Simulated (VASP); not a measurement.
# CdSiN2 (P-4m2) in VASP: a series of runs

CdSiN2 is run at these levels: r2SCAN; tasks: single point.

Program: VASP 6.6.1. These are calculated values, not measurements. Logs are shortened: lines on timing, memory, paths and dates and some standing lists are left out, and cuts for length are marked.

**1. The cell of the first run**

It takes space group P-4m2 (No. 115, tetragonal). Conventional cell: a = 3.089 Å, b = 3.089 Å, c = 10.316 Å, α = 90.00°, β = 90.00°, γ = 90.00°. Within 2.8 Å of Cd (site symmetry 2mm) lie 4 N at 2.10 to 2.47 Å. Within 2.8 Å of N (site symmetry -4m2) lie 4 Cd at 2.10 Å. N (site symmetry 2mm) has 2 Si at 1.71 Å within 2.3 Å. N (site symmetry -4m2) has 4 Si at 1.88 Å within 2.5 Å. Si (site symmetry 2mm) has 4 N at 1.71 to 1.88 Å within 2.3 Å.

**2. Single point, r2SCAN**

File POSCAR:

```
CdSiN2
1.0
    3.0893485009      0.0000000000      0.0000000000
    0.0000000000      3.0893485009      0.0000000000
    0.0000000000      0.0000000000     10.3158758027
Cd N Si
2 4 2
Direct
    0.5000000000      0.0000000000      0.8616232094
    0.0000000000      0.5000000000      0.1383767906
    0.5000000000      0.5000000000      0.0000000000
    0.0000000000      0.0000000000      0.3247102099
    0.5000000000      0.5000000000      0.5000000000
    0.0000000000      0.0000000000      0.6752897901
    0.5000000000      0.0000000000      0.3956755403
    0.0000000000      0.5000000000      0.6043244597
```

File INCAR.step1:

```
SYSTEM = CdSiN2
ALGO     = Normal         ! electronic algorithm
EDIFF    = 1E-4           ! SCF threshold, eV
ENCUT    = 520            ! plane-wave cutoff, eV
GGA      = PE             ! functional
ISMEAR   = -1             ! smearing method
LASPH    = .True.         ! aspherical terms in the spheres
LCHARG   = .False.        ! write CHGCAR
LREAL    = .False.        ! projectors in reciprocal space
LWAVE    = .True.         ! write WAVECAR
NBANDS   = 36             ! bands
NELM     = 60             ! most SCF steps
PREC     = Accurate       ! precision mode
SIGMA    = 0.02           ! smearing width, eV
```

File INCAR.step2:

```
SYSTEM = CdSiN2
ALGO     = Normal         ! electronic algorithm
EDIFF    = 1E-7           ! SCF threshold, eV
ENCUT    = 520            ! plane-wave cutoff, eV
ISIF     = 2              ! what is computed and relaxed
ISMEAR   = -1             ! smearing method
ISTART   = 1            
LASPH    = .True.         ! aspherical terms in the spheres
LCHARG   = .True.         ! write CHGCAR
LELF     = .True.         ! ELF
LMIXTAU  = .True.       
LREAL    = .False.        ! projectors in reciprocal space
LVHAR    = .True.       
LWAVE    = .False.        ! write WAVECAR
METAGGA  = R2SCAN         ! meta-GGA
NBANDS   = 36             ! bands
NELM     = 60             ! most SCF steps
PREC     = Accurate       ! precision mode
SIGMA    = 0.02           ! smearing width, eV
```

File KPOINTS:

```
k-points
0
Gamma
  8 8 2
  0 0 0
```

Potentials or basis: VASP PAW PBE potentials, release 64 (Cd, N, Si).

Launch:

```sh
cat potpaw_PBE.64/Cd/POTCAR potpaw_PBE.64/N/POTCAR potpaw_PBE.64/Si/POTCAR > POTCAR
cp INCAR.step1 INCAR
mpirun -np 1 vasp_std > vasp.out
cp INCAR.step2 INCAR
mpirun -np 1 vasp_std > vasp.out
```

OUTCAR:

```text
SYSTEM = CdSiN2
   EDIFF = 1E-7
   ENCUT = 520
   ISIF = 2
   ISMEAR = -1
   ISTART = 1
   LASPH = .True.
   LREAL = .False.
   METAGGA = R2SCAN
   NELM = 60
   PREC = Accurate

 ion  position               nearest neighbor table
   1  0.500  0.000  0.862-   3 2.10   3 2.10   6 2.47   6 2.47   8 3.44   8 3.44   8 3.44   8 3.44
                             2 3.59   2 3.59   2 3.59   2 3.59
   2  0.000  0.500  0.138-   3 2.10   3 2.10   4 2.47   4 2.47   7 3.44   7 3.44   7 3.44   7 3.44
                             1 3.59   1 3.59   1 3.59   1 3.59
   3  0.500  0.500  0.000-   1 2.10   2 2.10   1 2.10   2 2.10
   4  0.000  0.000  0.325-   7 1.71   7 1.71   2 2.47   2 2.47
   5  0.500  0.500  0.500-   7 1.88   8 1.88   7 1.88   8 1.88
   6  0.000  0.000  0.675-   8 1.71   8 1.71   1 2.47   1 2.47
   7  0.500  0.000  0.396-   4 1.71   4 1.71   5 1.88   5 1.88   8 3.07   8 3.07   8 3.07   8 3.07
                             2 3.44   2 3.44   2 3.44   2 3.44
   8  0.000  0.500  0.604-   6 1.71   6 1.71   5 1.88   5 1.88   7 3.07   7 3.07   7 3.07   7 3.07
                             1 3.44   1 3.44   1 3.44   1 3.44

  LATTYP: Found a simple tetragonal cell.
 ALAT       =     3.0893485009
 C/A-ratio  =     3.3391751690

  Lattice vectors:

 A1 = (   3.0893485009,   0.0000000000,   0.0000000000)
 A2 = (   0.0000000000,   3.0893485009,   0.0000000000)
 A3 = (   0.0000000000,   0.0000000000,  10.3158758027)

Analysis of symmetry for initial positions (statically):
=====================================================================
 Subroutine PRICEL returns:
 Original cell was already a primitive cell.

 Routine SETGRP: Setting up the symmetry group for a
 simple tetragonal supercell.

 Subroutine GETGRP returns: Found  8 space group operations
 (whereof  8 operations were pure point group operations)
 out of a pool of 16 trial point group operations.

The static configuration has the point symmetry D_2d.

Analysis of symmetry for dynamics (positions and initial velocities):
=====================================================================
 Subroutine PRICEL returns:
 Original cell was already a primitive cell.

 Routine SETGRP: Setting up the symmetry group for a
 simple tetragonal supercell.

 Subroutine GETGRP returns: Found  8 space group operations
 (whereof  8 operations were pure point group operations)
 out of a pool of 16 trial point group operations.

The dynamic configuration has the point symmetry D_2d.

 Subroutine INISYM returns: Found  8 space group operations
 (whereof  8 operations are pure point group operations),
 and found     1 'primitive' translations

----------------------------------------------------------------------------------------

                                     Primitive cell

  volume of cell :      98.4555

  direct lattice vectors                    reciprocal lattice vectors
     3.089348501  0.000000000  0.000000000     0.323692843  0.000000000  0.000000000
     0.000000000  3.089348501  0.000000000     0.000000000  0.323692843  0.000000000
     0.000000000  0.000000000 10.315875803     0.000000000  0.000000000  0.096937964

  length of vectors
     3.089348501  3.089348501 10.315875803     0.323692843  0.323692843  0.096937964

  position of ions in fractional coordinates (direct lattice)
     0.500000000  0.000000000  0.861623209
     0.000000000  0.500000000  0.138376791
     0.500000000  0.500000000  0.000000000
     0.000000000  0.000000000  0.324710210
     0.500000000  0.500000000  0.500000000
     0.000000000  0.000000000  0.675289790
     0.500000000  0.000000000  0.395675540
     0.000000000  0.500000000  0.604324460

  ion indices of the primitive-cell ions
   primitive index   ion index
                 1           1
                 2           2
                 3           3
                 4           4
                 5           5
                 6           6
                 7           7
                 8           8

----------------------------------------------------------------------------------------

 KPOINTS: k-points

Automatic generation of k-mesh.
 Grid dimensions read from file:
 generate k-points for:    8    8    2

 Generating k-lattice:

  Cartesian coordinates                     Fractional coordinates (reciprocal lattice)
     0.040461605  0.000000000  0.000000000     0.125000000  0.000000000  0.000000000
     0.000000000  0.040461605  0.000000000     0.000000000  0.125000000  0.000000000
     0.000000000  0.000000000  0.048468982     0.000000000  0.000000000  0.500000000

  Length of vectors
     0.040461605  0.040461605  0.048468982

  Shift w.r.t. Gamma in fractional coordinates (k-lattice)
     0.000000000  0.000000000  0.000000000

 Subroutine IBZKPT returns following result:
 ===========================================

 Found     30 irreducible k-points:

 Following reciprocal coordinates:
            Coordinates               Weight
  0.000000  0.000000  0.000000      1.000000
  0.125000  0.000000  0.000000      4.000000
  0.250000  0.000000  0.000000      4.000000
  0.375000  0.000000  0.000000      4.000000
  0.500000  0.000000  0.000000      2.000000
  0.125000  0.125000  0.000000      4.000000
[... 16 lines left out ...]
  0.375000  0.125000  0.500000      8.000000
  0.500000  0.125000  0.500000      4.000000
 [... further k-points ...]
   k-points           NKPTS =     30   k-points in BZ     NKDIM =     30   number of bands    NBANDS=     36
   number of dos      NEDOS =    301   number of ions     NIONS =      8
   total plane-waves  NPLWV =  46080
   dimension x,y,z NGX =    24 NGY =   24 NGZ =   80
   dimension x,y,z NGXF=    48 NGYF=   48 NGZF=  160
   ions per type =               2   4   2
   NGX,Y,Z   is equivalent  to a cutoff of  12.92, 12.92, 12.89 a.u.
   NGXF,Y,Z  is equivalent  to a cutoff of  25.83, 25.83, 25.78 a.u.
 SYSTEM =  CdSiN2
   PREC   = accura    normal or accurate (medium, high low for compatibility)
   ISTART =      1    job   : 0-new  1-cont  2-samecut
   ICHARG =      0    charge: 1-file 2-atom 10-const
   ISPIN  =      1    spin polarized calculation?
   LNONCOLLINEAR =      F non collinear calculations
   LSORBIT =      F    spin-orbit coupling
   LASPH  =      T    aspherical Exc in radial PAW
   ENCUT  =  520.0 eV  38.22 Ry    6.18 a.u.   5.74  5.74 19.18*2*pi/ulx,y,z
   NELM   =     60;   NELMIN=  2; NELMDL=  0     # of ELM steps
   EDIFF  = 0.1E-06   stopping-criterion for ELM
   LREAL  =      F    real-space projection
   EDIFFG = 0.1E-05   stopping-criterion for IOM
   NSW    =      0    number of steps for IOM
   IBRION =     -1    ionic relax: 0-MD 1-quasi-New 2-CG
   NFREE  =      0    steps in history (QN), initial steepest desc. (CG)
   ISIF   =      2    stress and relaxation
   ISYM   =      2    0-nonsym 1-usesym 2-fastsym
   POTIM  = 0.5000    time-step for ionic-motion
   TEBEG  =    0.0;   TEEND  =   0.0 temperature during run
   PSTRESS=    0.0 pullay stress
   NELECT =      52.0000    total number of electrons
   NUPDOWN=      -1.0000    fix difference up-down
   EMIN   =  10.00;   EMAX   =-10.00  energy-range for DOS
   EFERMI =   0.00;   METHOD = LEGACY
   ISMEAR =    -1;   SIGMA  =   0.02  broadening in eV -4-tet -1-fermi 0-gaus
   EFERMI_NEDOS =   21; number of points for ismear=-14 and -15
   IALGO  =     38    algorithm
   IMIX   =      4    mixing-type and parameters
     AMIX     =   0.40;   BMIX     =  1.00
     AMIX_MAG =   1.60;   BMIX_MAG =  1.00
  volume/ion in A,a.u.               =      12.31        83.05
  Fermi-wavevector in a.u.,A,eV,Ry     =   1.323313  2.500699 23.825948  1.751158
  Thomas-Fermi vector in A             =   2.452930
   LORBIT       =      0    0 simple, 1 ext, 2 COOP (PROOUT), +10 PAW based schemes
   METAGGA = R2SCAN    functional components
   LHFCALC =     F    Hartree Fock is set to
   AEXX    =    0.0000 exact exchange contribution
   IVDW    =     0    specifies the selected vdW correction
   LEPSILON=     F    determine dielectric tensor
   LRPA    =     F    only Hartree local field effects (RPA)
 non-spin polarized calculation
  energy-cutoff  :      520.00
  volume of cell :       98.46
 maximum number of plane-waves:      2672
 NGX is ok and might be reduce to    24
   NGX = 11   NGY = 11   NGZ = 39

 number of electron      51.9999986 magnetization

 Free energy of the ion-electron system (eV)
  ---------------------------------------------------
  ext. energy  EPLUGINS =         0.00000000
  ---------------------------------------------------
  free energy    TOTEN  =       -96.28606623 eV

  energy without entropy =      -96.28388365  energy(sigma->0) =      -96.28497494

 E-fermi :   6.9841     XC(G=0): -11.8113

 val. band max:        6.9403984173   @ k =   0.5000   0.5000   0.0000
 cond. band min:       6.9853655322   @ k =   0.3750   0.0000   0.0000
 fundamental gap:      0.0449671148
 Fermi energy:         6.9841440812

 k-point     1 :       0.0000    0.0000    0.0000
  band No.  band energies     occupation
      1     -15.3280      2.00000
      2     -12.7499      2.00000
      3     -11.2659      2.00000
      4      -8.8178      2.00000
      5      -3.5690      2.00000
      6      -3.0021      2.00000
[... 28 lines left out ...]
     35      14.6322      0.00000
     36      14.9413      0.00000

 k-point     2 :       0.1250    0.0000    0.0000
  band No.  band energies     occupation
      1     -15.1656      2.00000
      2     -12.6316      2.00000
      3     -11.2853      2.00000
      4      -8.7582      2.00000
      5      -3.5285      2.00000
      6      -3.1821      2.00000
[... 28 lines left out ...]
     35      14.5009      0.00000
     36      14.5792      0.00000
[... 817 lines left out ...]
     35      12.8693      0.00000
     36      13.5237      0.00000

 k-point    24 :       0.5000    0.1250    0.5000
  band No.  band energies     occupation
      1     -13.4966      2.00000
      2     -12.1942      2.00000
      3     -11.4913      2.00000
      4      -8.3676      2.00000
      5      -5.3815      2.00000
      6      -4.6978      2.00000
[... 28 lines left out ...]
     35      12.2285      0.00000
     36      13.8071      0.00000

 [... further k-points ...]

------------------------ aborting loop because EDIFF is reached ----------------------------------------

  FORCE on cell =-STRESS in cart. coord.  units (eV):
  Direction    XX          YY          ZZ          XY          YZ          ZX
  --------------------------------------------------------------------------------------
  -------------------------------------------------------------------------------------
  Total        0.4950259      0.4950259      0.7881318      0.0000000      0.0000000      0.0000000
  in kB        8.0556129      8.0556129     12.8253588      0.0000000      0.0000000      0.0000000
  external PRESSURE =       9.6455282 kB  Pullay stress =       0.0000000 kB

 VOLUME and BASIS-vectors are now :
 -----------------------------------------------------------------------------
  energy-cutoff  :      520.00
  volume of cell :       98.46
      direct lattice vectors                 reciprocal lattice vectors
     3.089348501  0.000000000  0.000000000     0.323692843  0.000000000  0.000000000
     0.000000000  3.089348501  0.000000000     0.000000000  0.323692843  0.000000000
     0.000000000  0.000000000 10.315875803     0.000000000  0.000000000  0.096937964

 POSITION                                       TOTAL-FORCE (eV/Angst)
 -----------------------------------------------------------------------------------
      1.54467      0.00000      8.88840        -0.000000      0.000000     -0.161672
      0.00000      1.54467      1.42748        -0.000000      0.000000      0.161672
      1.54467      1.54467      0.00000        -0.000000     -0.000000      0.000000
      0.00000      0.00000      3.34967         0.000000      0.000000      0.024283
      1.54467      1.54467      5.15794        -0.000000     -0.000000      0.000000
      0.00000      0.00000      6.96621        -0.000000      0.000000     -0.024283
      1.54467      0.00000      4.08174        -0.000000      0.000000     -0.016485
      0.00000      1.54467      6.23414        -0.000000      0.000000      0.016485
 -----------------------------------------------------------------------------------
    total drift:                                0.000000      0.000000      0.000000

  FREE ENERGIE OF THE ION-ELECTRON SYSTEM (eV)
  ---------------------------------------------------
  free  energy   TOTEN  =       -96.2860662300 eV

  energy  without entropy=      -96.2838836459  energy(sigma->0) =      -96.28497494
```

It took 3.7 min on 1 thread of AMD EPYC 9R45 (Zen 5), shared host; peak memory 0.24 GiB.

What came out:

| Quantity | Value |
| --- | --- |
| Free energy | -96.2861 eV |
| Pressure | 1.0 GPa |
| Largest force | 0.162 eV/Å |
| Band gap on the k mesh | zero (bands 26 and 27 overlap by 0.43 eV) |

Forces in eV/Å, atoms in the order of the input:
```
Cd   0.000  0.000 -0.162
Cd   0.000  0.000  0.162
N    0.000  0.000  0.000
N    0.000  0.000  0.024
N    0.000  0.000  0.000
N    0.000  0.000 -0.024
Si   0.000  0.000 -0.016
Si   0.000  0.000  0.016
```

Caveat: the PAW data sets were made with another functional, which shifts forces and pressure a little.

**3. Single point, r2SCAN (12.68 Å³/atom)**

This run uses another cell than the first one, of 12.68 Å³/atom.

POSCAR: that of step 2 with these lines changed.

```diff
@@ -2,5 +2,5 @@
 1.0
-    3.0893485009      0.0000000000      0.0000000000
-    0.0000000000      3.0893485009      0.0000000000
-    0.0000000000      0.0000000000     10.3158758027
+    3.1199380992      0.0000000000      0.0000000000
+    0.0000000000      3.1199380992      0.0000000000
+    0.0000000000      0.0000000000     10.4180198298
 Cd N Si
```

INCAR.step1 is that of step 2.

INCAR.step2: that of step 2 with these lines changed.

```diff
@@ -8,7 +8,5 @@
 LASPH    = .True.         ! aspherical terms in the spheres
-LCHARG   = .True.         ! write CHGCAR
-LELF     = .True.         ! ELF
+LCHARG   = .False.        ! write CHGCAR
 LMIXTAU  = .True.       
 LREAL    = .False.        ! projectors in reciprocal space
-LVHAR    = .True.       
 LWAVE    = .False.        ! write WAVECAR
```

KPOINTS is that of step 2.

Potentials or basis: VASP PAW PBE potentials, release 64 (Cd, N, Si).

Launch:

```sh
cat potpaw_PBE.64/Cd/POTCAR potpaw_PBE.64/N/POTCAR potpaw_PBE.64/Si/POTCAR > POTCAR
cp INCAR.step1 INCAR
mpirun -np 1 vasp_std > vasp.out
cp INCAR.step2 INCAR
mpirun -np 1 vasp_std > vasp.out
```

Wall time 3.8 min (1 thread of AMD EPYC 9R45 (Zen 5), shared host); peak memory 0.24 GiB.

The run converged. Its results:

```yaml
Free_energy: -96.2586 eV
Pressure: -4.1 GPa
Largest_force: 0.229 eV/Å
Band_gap_on_the_k_mesh: zero (bands 26 and 27 overlap by 0.41 eV)
```

Forces in eV/Å, atoms in the order of the input:
```
Cd   0.000  0.000  0.065
Cd   0.000  0.000 -0.065
N    0.000  0.000  0.000
N    0.000  0.000  0.229
N    0.000  0.000  0.000
N    0.000  0.000 -0.229
Si   0.000  0.000 -0.030
Si   0.000  0.000  0.030
```

Stress tensor (GPa, compression positive):
```
-4.36  0.00  0.00
 0.00 -4.36  0.00
 0.00  0.00 -3.58
```

Levels at points of the mesh, in eV from the Fermi level:
```tsv
k point	band 22	band 23	band 24	band 25	band 26	band 27	band 28	band 29	band 30	band 31
(0.00, 0.00, 0.00)	-3.59	-3.59	-3.50	-1.32	-0.35	-0.35	0.02	1.11	1.97	2.15
(0.50, 0.00, 0.00)	-5.63	-3.87	-3.35	-3.20	0.06	0.75	1.36	2.54	2.60	3.70
(0.50, 0.50, 0.00)	-5.39	-4.80	-3.10	-3.10	-2.85	-0.01	1.45	2.79	4.02	4.46
(0.00, 0.00, 0.50)	-4.09	-3.58	-3.58	-0.36	-0.36	-0.30	-0.22	0.72	1.53	2.37
(0.50, 0.00, 0.50)	-5.10	-4.07	-3.35	-3.35	0.06	1.28	1.72	1.78	1.80	4.18
(0.50, 0.50, 0.50)	-5.39	-4.94	-3.10	-3.10	-2.97	0.46	2.06	2.10	2.79	4.72
```

Caveat: the cell stands under tension; the PAW data sets were made with another functional, which shifts forces and pressure a little.

(Part 1 of 2 ends here.)
